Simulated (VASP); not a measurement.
# InP (lda) (F-43m) in VASP: elastic constants with LDA

Aim: the elastic constants of InP (lda) with LDA.

Program: VASP 6.6.1. These are calculated values, not measurements. Logs are shortened: lines on timing, memory, paths and dates and some standing lists are left out, and cuts for length are marked.

## (1) The cell of the first run

It takes space group F-43m (No. 216, cubic). The conventional cell has a = 5.827 Å, b = 5.827 Å, c = 5.827 Å, α = 90.00°, β = 90.00°, γ = 90.00°. Within 3.3 Å of In (site symmetry -43m) lie 4 P at 2.52 Å. Within 3.3 Å of P (site symmetry -43m) lie 4 In at 2.52 Å.

## (2) Elastic constants, LDA

File INCAR:

```
PREC = Accurate ; ENCUT = 600
EDIFF = 1E-8 ; ISMEAR = 0
SIGMA = 0.01 ; LREAL = False
LASPH = True ; NELM = 100
ALGO = Normal ; ISIF = 3
LWAVE = False ; LCHARG = False
IBRION = 6 ; NFREE = 2
POTIM = 0.015 ; NSW = 1
```

File KPOINTS:

```
regular mesh
0
Gamma
  10 10 10
```

File POSCAR:

```
InP
1.0
    0.0000000000      2.9135471974      2.9135471974
    2.9135471974      0.0000000000      2.9135471974
    2.9135471974      2.9135471974      0.0000000000
In P
1 1
Direct
    0.0000000000      0.0000000000      0.0000000000
    0.2500000000      0.2500000000      0.2500000000
```

Potentials or basis: VASP PAW LDA potentials, release 64 (In_d, P).

Command:

```console
cat potpaw_LDA.64/In_d/POTCAR potpaw_LDA.64/P/POTCAR > POTCAR
mpirun -np 1 vasp_std > vasp.out
```

OUTCAR:

```text
PREC = Accurate
   ENCUT = 600
   EDIFF = 1E-8
   ISMEAR = 0
   LREAL = False
   LASPH = True
   NELM = 100
   ISIF = 3
   IBRION = 6
   NFREE = 2
   POTIM = 0.015
   NSW = 1

 ion  position               nearest neighbor table
   1  0.000  0.000  0.000-   2 2.52   2 2.52   2 2.52   2 2.52
   2  0.250  0.250  0.250-   1 2.52   1 2.52   1 2.52   1 2.52

  LATTYP: Found a face centered cubic cell.
 ALAT       =     5.8270943948

  Lattice vectors:

 A1 = (   0.0000000000,   2.9135471974,   2.9135471974)
 A2 = (   2.9135471974,   0.0000000000,   2.9135471974)
 A3 = (   2.9135471974,   2.9135471974,   0.0000000000)

Analysis of symmetry for initial positions (statically):
=====================================================================
 Subroutine PRICEL returns:
 Original cell was already a primitive cell.

 Routine SETGRP: Setting up the symmetry group for a
 face centered cubic supercell.

 Subroutine GETGRP returns: Found 24 space group operations
 (whereof 24 operations were pure point group operations)
 out of a pool of 48 trial point group operations.

The static configuration has the point symmetry T_d .

Analysis of symmetry for dynamics (positions and initial velocities):
=====================================================================
 Subroutine PRICEL returns:
 Original cell was already a primitive cell.

 Routine SETGRP: Setting up the symmetry group for a
 face centered cubic supercell.

 Subroutine GETGRP returns: Found 24 space group operations
 (whereof 24 operations were pure point group operations)
 out of a pool of 48 trial point group operations.

The dynamic configuration has the point symmetry T_d .

 Subroutine INISYM returns: Found 24 space group operations
 (whereof 24 operations are pure point group operations),
 and found     1 'primitive' translations

----------------------------------------------------------------------------------------

                                     Primitive cell

  volume of cell :      49.4648

  direct lattice vectors                    reciprocal lattice vectors
     0.000000000  2.913547197  2.913547197    -0.171612116  0.171612116  0.171612116
     2.913547197  0.000000000  2.913547197     0.171612116 -0.171612116  0.171612116
     2.913547197  2.913547197  0.000000000     0.171612116  0.171612116 -0.171612116

  length of vectors
     4.120377961  4.120377961  4.120377961     0.297240904  0.297240904  0.297240904

  position of ions in fractional coordinates (direct lattice)
     0.000000000  0.000000000  0.000000000
     0.250000000  0.250000000  0.250000000

  ion indices of the primitive-cell ions
   primitive index   ion index
                 1           1
                 2           2

----------------------------------------------------------------------------------------

 KPOINTS: regular mesh

Automatic generation of k-mesh.
 Grid dimensions read from file:
 generate k-points for:   10   10   10

 Generating k-lattice:

  Cartesian coordinates                     Fractional coordinates (reciprocal lattice)
    -0.017161212  0.017161212  0.017161212     0.100000000  0.000000000  0.000000000
     0.017161212 -0.017161212  0.017161212     0.000000000  0.100000000  0.000000000
     0.017161212  0.017161212 -0.017161212     0.000000000  0.000000000  0.100000000

  Length of vectors
[... 106 lines left out ...]

------------------------ aborting loop because EDIFF is reached ----------------------------------------

  FORCE on cell =-STRESS in cart. coord.  units (eV):
  Direction    XX          YY          ZZ          XY          YZ          ZX
  --------------------------------------------------------------------------------------
  -------------------------------------------------------------------------------------
  Total        0.0159282      0.0159282      0.0159282      0.0000000      0.0000000     -0.0000000
  in kB        0.5159195      0.5159195      0.5159195      0.0000000      0.0000000     -0.0000000
  external PRESSURE =       0.5159195 kB  Pullay stress =       0.0000000 kB
[... 89 lines left out ...]
  FREE ENERGIE OF THE ION-ELECTRON SYSTEM (eV)
  ---------------------------------------------------
  free  energy   TOTEN  =        -9.6705292371 eV

  energy  without entropy=       -9.6705292371  energy(sigma->0) =       -9.67052924

[... ionic steps 4 to 14 ...]

--------------------------------------- Ionic step       15  -------------------------------------------

 number of electron      18.0000001 magnetization

------------------------ aborting loop because EDIFF is reached ----------------------------------------
[... 67 lines left out ...]
--------------------------------------- Ionic step       17  -------------------------------------------

 number of electron      18.0000001 magnetization

 Free energy of the ion-electron system (eV)
  ---------------------------------------------------
  ext. energy  EPLUGINS =         0.00000000
  ---------------------------------------------------
  free energy    TOTEN  =        -9.67339136 eV

  energy without entropy =       -9.67339136  energy(sigma->0) =       -9.67339136

 E-fermi :   5.3201     XC(G=0):  -9.6861

 val. band max:        5.2301643513   @ k =   0.0000   0.0000   0.0000
 cond. band min:       5.8075523521   @ k =   0.0000   0.0000   0.0000
 fundamental gap:      0.5773880007
 Fermi energy:         5.3201431345

 k-point     1 :       0.0000    0.0000    0.0000
  band No.  band energies     occupation
      1      -9.0261      2.00000
      2      -9.0224      2.00000
      3      -9.0179      2.00000
      4      -8.8580      2.00000
      5      -8.8580      2.00000
      6      -6.4641      2.00000
      7       5.1731      2.00000
      8       5.2025      2.00000
      9       5.2302      2.00000
     10       5.8076      0.00000
     11       9.1480      0.00000
     12       9.1649      0.00000
     13       9.1837      0.00000
[... 354 lines left out ...]
  band No.  band energies     occupation
      1      -9.1809      2.00000
      2      -8.9392      2.00000
      3      -8.9358      2.00000
      4      -8.8972      2.00000
      5      -8.8294      2.00000
      6      -4.7206      2.00000
      7       0.3252      2.00000
      8       2.9256      2.00000
      9       3.1941      2.00000
     10       7.2834      0.00000
     11       8.1251      0.00000
     12      11.9830      0.00000
     13      12.6647      0.00000

 [... further k-points ...]
[... 5 lines left out ...]
  --------------------------------------------------------------------------------------
  -------------------------------------------------------------------------------------
  Total        0.0162636      0.0189203      0.0189203      0.0000000      0.1249374      0.0000000
  in kB        0.5267822      0.6128339      0.6128339      0.0000000      4.0467539      0.0000000
  external PRESSURE =       0.5841500 kB  Pullay stress =       0.0000000 kB
[... 17 lines left out ...]
  FREE ENERGIE OF THE ION-ELECTRON SYSTEM (eV)
  ---------------------------------------------------
  free  energy   TOTEN  =        -9.6733913595 eV

  energy  without entropy=       -9.6733913595  energy(sigma->0) =       -9.67339136

 INTERNAL STRAIN TENSORS FROM STRAINED CELLS
 ============================================

 INTERNAL STRAIN TENSOR FOR ION    1 for displacements in x,y,z  (eV/Angst):
          X           Y           Z          XY          YZ          ZX
  --------------------------------------------------------------------------------
  x    -0.00000    -0.00000     0.00000    -0.00000     8.33688    -0.00000
  y     0.00000    -0.00000     0.00000     0.00000    -0.00000     8.33797
  z     0.00000     0.00000     0.00000     8.33746    -0.00000    -0.00000

 INTERNAL STRAIN TENSORS FROM DISPLACED ATOMS
 ============================================

 INTERNAL STRAIN TENSOR FOR ION    1 for displacements in x,y,z  (eV/Angst):
          X           Y           Z          XY          YZ          ZX
  --------------------------------------------------------------------------------
  x     0.00000     0.00000     0.00000     0.00000     8.33761     0.00000
  y     0.00000     0.00000     0.00000     0.00000     0.00000     8.33761
  z     0.00000     0.00000     0.00000     8.33761     0.00000     0.00000

 INTERNAL STRAIN TENSOR FOR ION    2 for displacements in x,y,z  (eV/Angst):
          X           Y           Z          XY          YZ          ZX
  --------------------------------------------------------------------------------
  x     0.00000     0.00000     0.00000     0.00000    -8.32983     0.00000
  y    -0.00000     0.00000    -0.00000     0.00000     0.00000    -8.32983
  z     0.00000     0.00000     0.00000    -8.32983     0.00000     0.00000

 Eigenvectors and eigenvalues of the dynamical matrix
 ----------------------------------------------------

   1 f  =    9.080499 THz    57.054457 2PiTHz  302.892840 cm-1    37.553909 meV
             X         Y         Z           dx          dy          dz
      0.000000  0.000000  0.000000     0.000000    0.461013    0.000000
      1.456774  1.456774  1.456774     0.000000   -0.887393    0.000000
[... 21 lines left out ...]
   6 f/i=    0.000914 THz     0.005742 2PiTHz    0.030485 cm-1     0.003780 meV
             X         Y         Z           dx          dy          dz
      0.000000  0.000000  0.000000     0.000000    0.000000    0.887393
      1.456774  1.456774  1.456774     0.000000    0.000000    0.461013

--------------------------------------------------------------------------------------------------------

 ELASTIC MODULI CONTR FROM IONIC RELAXATION (kBar)
 Direction    XX          YY          ZZ          XY          YZ          ZX
 --------------------------------------------------------------------------------
 XX          -0.0000      0.0000     -0.0000     -0.0000      0.0000     -0.0000
 YY           0.0000     -0.0000     -0.0000     -0.0000     -0.0000      0.0000
 ZZ          -0.0000     -0.0000     -0.0000      0.0000     -0.0000     -0.0000
 XY          -0.0000     -0.0000      0.0000   -273.2987      0.0000      0.0000
 YZ           0.0000     -0.0000     -0.0000      0.0000   -273.2987      0.0000
 ZX          -0.0000      0.0000     -0.0000      0.0000      0.0000   -273.2987
 --------------------------------------------------------------------------------

 TOTAL ELASTIC MODULI (kBar)
 Direction    XX          YY          ZZ          XY          YZ          ZX
 --------------------------------------------------------------------------------
 XX        1008.8354    568.8162    568.8162     -0.0000      0.0000     -0.0000
 YY         568.8162   1008.8354    568.8162     -0.0000     -0.0000      0.0000
 ZZ         568.8162    568.8162   1008.8354      0.0000     -0.0000     -0.0000
 XY          -0.0000     -0.0000      0.0000    457.0105      0.0000      0.0000
 YZ           0.0000     -0.0000     -0.0000      0.0000    457.0105      0.0000
 ZX          -0.0000      0.0000     -0.0000      0.0000      0.0000    457.0105
 --------------------------------------------------------------------------------
```

Wall time 20 min (1 thread of Intel Xeon Platinum 8488C (Sapphire Rapids), shared host); peak memory 0.49 GiB.

What came out:

| Property | Result |
| --- | --- |
| Elastic constants C11, C12, C44 | 101, 57, 46 GPa |
| Voigt bulk modulus | 72 GPa |
| Highest phonon frequency at Γ, LO-TO splitting left out | 303 cm⁻¹ |

Phonon frequencies in cm⁻¹ (negative: imaginary):
```csv
q point,frequencies
"(0.000, 0.000, 0.000)",0 0 0 303 303 303
```

Elastic tensor in Voigt notation (GPa, in the Cartesian axes of the cell as first typed):
```
101  57  57   0   0   0
 57 101  57   0   0   0
 57  57 101   0   0   0
  0   0   0  46   0   0
  0   0   0   0  46   0
  0   0   0   0   0  46
```

Clamped-ion elastic tensor (GPa):
```
101  57  57   0   0   0
 57 101  57   0   0   0
 57  57 101   0   0   0
  0   0   0  73   0   0
  0   0   0   0  73   0
  0   0   0   0   0  73
```

Caveat: spin-orbit coupling is left out, which moves the levels of the heavy elements.
